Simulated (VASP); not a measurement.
# Te (R-3m) in VASP: relaxation of cell and atoms with r2SCAN

Aim: the relaxation of cell and atoms of Te with r2SCAN.

Program: VASP 6.6.1. These are calculated values, not measurements. Logs are shortened: lines on timing, memory, paths and dates and some standing lists are left out, and cuts for length are marked.

## 1. The cell of the first run

The structure is trigonal, space group R-3m (No. 166). The conventional cell has a = 4.612 Å, b = 4.612 Å, c = 5.073 Å, α = 90.00°, β = 90.00°, γ = 120.00°. Within 4.4 Å of Te (site symmetry -3m) lie 12 Te at 3.15 to 4.30 Å.

## 2. Relaxation of cell and atoms, r2SCAN, target pressure 10 GPa, at which the enthalpy is minimised

Input file POSCAR:

```
Te
1.0
    2.3059043400      1.3313144900      1.6909537000
   -2.3059043400      1.3313144900      1.6909537000
    0.0000000000     -2.6626289900      1.6909537000
Te
1
Direct
    0.5000000000      0.5000000000      0.5000000000
```

Input file INCAR.step1:

```
SYSTEM = Te
  ALGO = Normal
  EDIFF = 1E-4
  ENCUT = 600
  GGA = PE
  ISMEAR = 0
  LASPH = .True.
  LCHARG = .False.
  LREAL = .False.
  LWAVE = .True.
  NELM = 100
  PREC = Accurate
  SIGMA = 0.1
```

Input file INCAR.step2:

```
SYSTEM = Te
  ALGO = Normal
  EDIFF = 1E-6
  EDIFFG = -0.02
  ENCUT = 600
  IBRION = 2
  ISIF = 3
  ISMEAR = 0
  ISTART = 1
  LASPH = .True.
  LCHARG = .False.
  LMIXTAU = .True.
  LREAL = .False.
  LWAVE = .False.
  METAGGA = R2SCAN
  NELM = 100
  NSW = 80
  PREC = Accurate
  PSTRESS = 100.0
  SIGMA = 0.1
```

Input file KPOINTS:

```
k-points
0
Gamma
  11 11 11
  0 0 0
```

Potentials or basis: VASP PAW PBE potentials, release 64 (Te).

On the command line:

```sh
> cat potpaw_PBE.64/Te/POTCAR > POTCAR
> cp INCAR.step1 INCAR
> mpirun -np 1 vasp_std > vasp.out
> cp INCAR.step2 INCAR
> mpirun -np 1 vasp_std > vasp.out
```

OUTCAR:

```text
SYSTEM = Te
   EDIFF = 1E-6
   EDIFFG = -0.02
   ENCUT = 600
   IBRION = 2
   ISIF = 3
   ISMEAR = 0
   ISTART = 1
   LASPH = .True.
   LREAL = .False.
   METAGGA = R2SCAN
   NELM = 100
   NSW = 80
   PREC = Accurate
   PSTRESS = 100.0

 ion  position               nearest neighbor table
   1  0.500  0.500  0.500-

  LATTYP: Found a trigonal (rhomboedric) cell.
 ALAT       =     3.1541904686
 COS(alpha) =    -0.0688991679

  Lattice vectors:

 A1 = (   2.3059043400,   1.3313144900,   1.6909537000)
 A2 = (  -2.3059043400,   1.3313144900,   1.6909537000)
 A3 = (   0.0000000000,  -2.6626289900,   1.6909537000)

Analysis of symmetry for initial positions (statically):
=====================================================================
 Subroutine PRICEL returns:
 Original cell was already a primitive cell.

 Routine SETGRP: Setting up the symmetry group for a
 trigonal (rhombohedral) supercell.

 Subroutine GETGRP returns: Found 12 space group operations
 (whereof 12 operations were pure point group operations)
 out of a pool of 12 trial point group operations.

The static configuration has the point symmetry D_3d.

Analysis of symmetry for dynamics (positions and initial velocities):
=====================================================================
 Subroutine PRICEL returns:
 Original cell was already a primitive cell.

 Routine SETGRP: Setting up the symmetry group for a
 trigonal (rhombohedral) supercell.

 Subroutine GETGRP returns: Found 12 space group operations
 (whereof 12 operations were pure point group operations)
 out of a pool of 12 trial point group operations.

The dynamic configuration has the point symmetry D_3d.

 Subroutine INISYM returns: Found 12 space group operations
 (whereof 12 operations are pure point group operations),
 and found     1 'primitive' translations

----------------------------------------------------------------------------------------

                                     Primitive cell

  volume of cell :      31.1462

  direct lattice vectors                    reciprocal lattice vectors
     2.305904340  1.331314490  1.690953700     0.216834667  0.125189553  0.197127416
    -2.305904340  1.331314490  1.690953700    -0.216834667  0.125189553  0.197127416
     0.000000000 -2.662628990  1.690953700     0.000000000 -0.250379107  0.197127415

  length of vectors
[... 59 lines left out ...]
 -0.272727  0.181818  0.000000     12.000000
 -0.181818  0.181818  0.000000      6.000000
 [... further k-points ...]
   k-points           NKPTS =    146   k-points in BZ     NKDIM =    146   number of bands    NBANDS=      7
   number of dos      NEDOS =    301   number of ions     NIONS =      1
   total plane-waves  NPLWV =  21952
   dimension x,y,z NGX =    28 NGY =   28 NGZ =   28
   dimension x,y,z NGXF=    56 NGYF=   56 NGZF=   56
   ions per type =               1
   NGX,Y,Z   is equivalent  to a cutoff of  14.76, 14.76, 14.76 a.u.
   NGXF,Y,Z  is equivalent  to a cutoff of  29.52, 29.52, 29.52 a.u.
 SYSTEM =  Te
   PREC   = accura    normal or accurate (medium, high low for compatibility)
   ISTART =      1    job   : 0-new  1-cont  2-samecut
   ICHARG =      0    charge: 1-file 2-atom 10-const
   ISPIN  =      1    spin polarized calculation?
   LNONCOLLINEAR =      F non collinear calculations
   LSORBIT =      F    spin-orbit coupling
   LASPH  =      T    aspherical Exc in radial PAW
   ENCUT  =  600.0 eV  44.10 Ry    6.64 a.u.   6.30  6.30  6.30*2*pi/ulx,y,z
   NELM   =    100;   NELMIN=  2; NELMDL=  0     # of ELM steps
   EDIFF  = 0.1E-05   stopping-criterion for ELM
   LREAL  =      F    real-space projection
   EDIFFG = -.2E-01   stopping-criterion for IOM
   NSW    =     80    number of steps for IOM
   IBRION =      2    ionic relax: 0-MD 1-quasi-New 2-CG
   NFREE  =      1    steps in history (QN), initial steepest desc. (CG)
   ISIF   =      3    stress and relaxation
   ISYM   =      2    0-nonsym 1-usesym 2-fastsym
   POTIM  = 0.5000    time-step for ionic-motion
   TEBEG  =    0.0;   TEEND  =   0.0 temperature during run
   PSTRESS=  100.0 pullay stress
   NELECT =       6.0000    total number of electrons
   NUPDOWN=      -1.0000    fix difference up-down
   EMIN   =  10.00;   EMAX   =-10.00  energy-range for DOS
   EFERMI =   0.00;   METHOD = LEGACY
   ISMEAR =     0;   SIGMA  =   0.10  broadening in eV -4-tet -1-fermi 0-gaus
   EFERMI_NEDOS =   21; number of points for ismear=-14 and -15
   IALGO  =     38    algorithm
   IMIX   =      4    mixing-type and parameters
     AMIX     =   0.40;   BMIX     =  1.00
     AMIX_MAG =   1.60;   BMIX_MAG =  1.00
  volume/ion in A,a.u.               =      31.15       210.18
  Fermi-wavevector in a.u.,A,eV,Ry     =   0.945490  1.786717 12.162947  0.893951
  Thomas-Fermi vector in A             =   2.073397
   LORBIT       =      0    0 simple, 1 ext, 2 COOP (PROOUT), +10 PAW based schemes
   METAGGA = R2SCAN    functional components
   LHFCALC =     F    Hartree Fock is set to
   AEXX    =    0.0000 exact exchange contribution
   IVDW    =     0    specifies the selected vdW correction
   LEPSILON=     F    determine dielectric tensor
   LRPA    =     F    only Hartree local field effects (RPA)
 conjugate gradient relaxation of ions
 non-spin polarized calculation
 Gauss-broadening in eV      SIGMA  =   0.10
  energy-cutoff  :      600.00
  volume of cell :       31.15
 maximum number of plane-waves:      1069
 NGX is ok and might be reduce to    28
   NGX = 13   NGY = 13   NGZ = 13

--------------------------------------- Ionic step        1  -------------------------------------------

 number of electron       5.9999999 magnetization

 Free energy of the ion-electron system (eV)
  ---------------------------------------------------
  ext. energy  EPLUGINS =         0.00000000
  ---------------------------------------------------
  free energy    TOTEN  =       -25.32716044 eV

  energy without entropy =      -25.32453228  energy(sigma->0) =      -25.32584636

 E-fermi :   6.9508     XC(G=0):  -9.9747

 val. band max:        6.9144096298   @ k =  -0.1818   0.4545   0.1818
 cond. band min:       6.9524568900   @ k =  -0.3636   0.1818   0.1818
 fundamental gap:      0.0380472603
 Fermi energy:         6.9507515884
[... 595 lines left out ...]
  energy  without entropy=      -25.2278755788  energy(sigma->0) =      -25.22894955

  enthalpy is  TOTEN    =       -23.4648948270 eV   P V=        1.7651286894

[... ionic steps 4 to 12 ...]

--------------------------------------- Ionic step       13  -------------------------------------------

 number of electron       6.0000000 magnetization

------------------------ aborting loop because EDIFF is reached ----------------------------------------
[... 69 lines left out ...]
--------------------------------------- Ionic step       15  -------------------------------------------

 number of electron       6.0000000 magnetization

 Free energy of the ion-electron system (eV)
  ---------------------------------------------------
  ext. energy  EPLUGINS =         0.00000000
  ---------------------------------------------------
  free energy    TOTEN  =       -25.16482871 eV

  energy without entropy =      -25.16152867  energy(sigma->0) =      -25.16317869

 E-fermi :   9.0670     XC(G=0): -10.7919

 val. band max:        9.0612193663   @ k =   0.1818   0.1818   0.0909
 cond. band min:       9.0953211244   @ k =  -0.3636   0.1818   0.1818
 fundamental gap:      0.0341017581
 Fermi energy:         9.0669566499
[... 272 lines left out ...]
  energy  without entropy=      -25.1615286699  energy(sigma->0) =      -25.16317869

  enthalpy is  TOTEN    =       -23.5086208434 eV   P V=        1.6562078629

 reached required accuracy - stopping structural energy minimisation
```

Wall time 32 min (1 thread of Intel Xeon 8259CL, shared host); peak memory 0.2 GiB.

What came out:

```yaml
Free_energy: -25.1648 eV
Relaxed_volume: 26.54 Å³/atom
Relaxed_cell: a = 3.064 Å, b = 3.064 Å, c = 3.064 Å, α = 102.03°, β = 102.03°, γ = 102.03°
Space_group_after_relaxing_to_0.1_Å: R-3m (No. 166)
Energy_change_on_relaxing_the_run_minimises_the_enthalpy: +162.3 meV/atom
Ionic_steps: 15
Pressure_after_relaxing: 10.0 GPa
Band_gap_on_the_k_mesh: zero (bands 3 and 4 overlap by 6.40 eV)
```

The path:
| step | energy change (eV) | largest force (eV/Å) | pressure (GPa) | volume (Å³) |
| --- | --- | --- | --- | --- |
| 1 | 0.0000 | 0.0000 | 1.89 | 31.15 |
| 2 | 0.5102 | 0.0000 | 28.02 | 24.57 |
| 3 | 0.0971 | 0.0000 | 9.64 | 28.28 |
| 4 | 0.1023 | 0.0000 | 9.93 | 28.20 |
| 5 | 0.1058 | 0.0000 | 10.13 | 28.14 |
| 6 | 0.1066 | 0.0000 | 10.13 | 28.11 |
| 7 | 0.1088 | 0.0000 | 10.14 | 28.00 |
| 8 | 0.1146 | 0.0000 | 10.05 | 27.75 |
| 9 | 0.1336 | 0.0000 | 9.66 | 27.08 |
| 10 | 0.3605 | 0.0000 | 10.80 | 25.05 |
| 11 | 0.1467 | 0.0000 | 9.48 | 26.80 |
| 12 | 0.1539 | 0.0000 | 9.41 | 26.68 |
| 13 | 0.1508 | 0.0000 | 9.43 | 26.72 |
| 14 | 0.2144 | 0.0000 | 12.29 | 25.78 |
| 15 | 0.1623 | 0.0000 | 9.97 | 26.54 |

Final structure:
```
Te
1.0
     2.38132    1.37486    1.35082
    -2.38132    1.37486    1.35082
     0.00000   -2.74972    1.35082
Te
1
Direct
  0.50000 0.50000 0.50000
```

Levels at points of the mesh, in eV from the Fermi level:
| k point | band 1 | band 2 | band 3 | band 4 | band 5 | band 6 |
| --- | --- | --- | --- | --- | --- | --- |
| (0.00, 0.00, 0.00) | -15.62 | 1.29 | 3.03 | 3.03 | 7.47 | 7.47 |

Caveat: the cell is relaxed towards a set pressure, so the run minimises the enthalpy, not the energy; the PAW data sets were made with another functional, which shifts forces and pressure a little; spin-orbit coupling is left out, which moves the levels of the heavy elements.

The gap in the log of VASP goes by the Fermi energy; the results here count the filled bands.